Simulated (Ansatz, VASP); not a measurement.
**One calculation of HfN, two programs**

```
Hf N
1.0
     0.00000    2.26239    2.26239
     2.26239    0.00000    2.26239
     2.26239    2.26239    0.00000
Hf N
1 1
Direct
  0.50000 0.50000 0.50000
  0.00000 0.00000 0.00000
```

Alike in both runs: task single point; functional r2SCAN; k mesh 12 × 12 × 12; occupations gaussian, width 0.05 eV; no spin polarisation; Hubbard terms Hf d U = 4.0 eV.

|  | VASP | Ansatz |
| --- | --- | --- |
| version | VASP 6.6.1 | Ansatz 0.2.0 |
| potentials or method | VASP PAW PBE potentials, release 64 (Hf_pv, N), cutoff 520 eV | scalar-relativistic, plane waves, PAW |
| valence electrons in the cell | 15 | 31 |

VASP gave:

* pressure (GPa): 13.1

Q: What did Ansatz give for the same quantities?

A: Pressure (GPa): 5.9.

VASP's potentials were made for PBE, not for r2SCAN. The programs project onto different local orbitals, so the same U acts differently, and such runs can settle in different states. VASP's potentials hold 15 valence electrons a cell and Ansatz's 31, so a difference there can come from the potentials and not from the codes. Ansatz's warnings: filled band counts differ across k points.

Neither program's run includes spin-orbit coupling.
